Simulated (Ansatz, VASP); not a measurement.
# Hf in VASP and in Ansatz

Contents of INCAR:

```
PREC     = Accurate       # precision mode
ENCUT    = 520            # plane-wave cutoff, eV
EDIFF    = 1E-7           # SCF threshold, eV
ISMEAR   = 0              # smearing method
SIGMA    = 0.15           # smearing width, eV
LREAL    = False          # projectors in reciprocal space
LASPH    = True           # aspherical terms in the spheres
NELM     = 100            # most SCF steps
ALGO     = Fast           # electronic algorithm
ISIF     = 2              # what is computed and relaxed
LWAVE    = False          # write WAVECAR
LCHARG   = False          # write CHGCAR
NBANDS   = 17             # bands
```

Contents of KPOINTS:

```
regular mesh
0
Gamma
  20 20 11
```

The input POSCAR:

```
Hf
1.0
    3.1923846315      0.0000000000      0.0000000000
   -1.5961923157      2.7646861895      0.0000000000
    0.0000000000      0.0000000000      5.0450416400
Hf
2
Direct
    0.3333333300      0.6666666700      0.2480178558
    0.6666666700      0.3333333300      0.7500000000
```

Input for Ansatz:

```yaml
crystal:
  lattice:
    - [3.1923846315, 0.0, 0.0]
    - [-1.5961923157, 2.7646861895, 0.0]
    - [0.0, 0.0, 5.04504164]
  atoms:
    - { symbol: Hf, position: [0.33333333, 0.66666667, 0.2480178558] }
    - { symbol: Hf, position: [0.66666667, 0.33333333, 0.75] }
hamiltonian:
  xc: lda
  pseudopotentials: { kind: all_electron, lapw: { muffin_tin_radii: { Hf: 1.386 } } }
kpoints:
  mp_grid: { grid: [20, 20, 11] }
scf:
  occupations: { method: gaussian, width: 0.15 }
  convergence: { dr2_threshold: 1.0e-09 }
output:
  eigenvalues: true
  forces: true
basis:
  ecutwfc: 270
```

Alike in both runs: task single point; functional LDA; k mesh 20 × 20 × 11; occupations gaussian, width 0.15 eV; no spin polarisation.

```csv
,VASP,Ansatz
version,VASP 6.6.1,Ansatz 0.2.0
potentials or method,"VASP PAW LDA potentials, release 64 (Hf_pv), cutoff 520 eV","all-electron LAPW, scalar-relativistic"
```

```csv
,VASP,Ansatz,Ansatz less VASP
gap on the k mesh at the Fermi level (eV),none,none,-
rms of the force components (eV/Å),0.014,0.014,+0.0002
```

LDA's correlation is that of Perdew and Zunger in VASP and of Perdew and Wang (1992) in Ansatz. Atom by atom the forces differ by 0.000 eV/Å (rms over components). A gap of «none» marks a metal or a gap that the smearing closes. Ansatz ran all-electron here, and VASP with PAW potentials.

Spin-orbit coupling is off throughout.
